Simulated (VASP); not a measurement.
Set up this calculation in VASP 6.6.1, as the native input.

```
Task                   : relaxation of cell and atoms
Functional             : PBE
Potentials or basis    : VASP PAW PBE potentials, release 64 (Br)
Cutoff                 : 600 eV
k mesh                 : 12 × 12 × 12
Occupations            : fermi-dirac, width 0.05 eV
Spin                   : no spin polarisation
Dipole correction      : no
Further INCAR settings : ALGO = Normal; EDIFF = 1e-07; IBRION = 2; EDIFFG = -0.02; NSW = 60; ISIF = 3
```

The structure of Br lies in POSCAR:

```
Br
1.0
    0.0000000000      3.2400000000      3.2400000000
    3.2400000000      0.0000000000      3.2400000000
    3.2400000000      3.2400000000      0.0000000000
Br
2
Direct
    0.0000000000      0.0000000000      0.0000000000
    0.2500000000      0.2500000000      0.2500000000
```

One way to write it, as run:

INCAR

```
PREC = Accurate
ENCUT = 600
EDIFF = 1E-7
ISMEAR = -1
SIGMA = 0.05
LREAL = False
LASPH = True
NELM = 100
ALGO = Normal
ISIF = 3
LWAVE = False
LCHARG = False
GGA = PE
IBRION = 2
NSW = 60
EDIFFG = -0.02
```

KPOINTS

```
regular mesh
0
Gamma
  12 12 12
```

Potentials or basis: VASP PAW PBE potentials, release 64 (Br).

The run is started by

```bash
$ cat potpaw_PBE.64/Br/POTCAR > POTCAR
$ mpirun -np 1 vasp_std > vasp.out
```

Results of the run:

The relaxed volume is 43.02 Å³/atom. The relaxed cell is a = 4.955 Å, b = 4.955 Å, c = 4.955 Å, α = 60.00°, β = 60.00°, γ = 60.00° and the space group after relaxing (to 0.05 Å) is Fd-3m (No. 227). The energy gained by relaxing is 141.3 meV/atom, the ionic steps are 4 and the pressure after relaxing is 0.0 GPa. The band gap on the k mesh is zero (band 7 reaches -0.99 eV, above the bottom of band 8 at -2.18 eV).

Caveat: the volume moved by over 15 % at a fixed basis, so the end points are rough.

It took 3.4 min on 1 thread of AMD EPYC 9R45 (Zen 5) (shared host), peak memory 0.23 GiB.
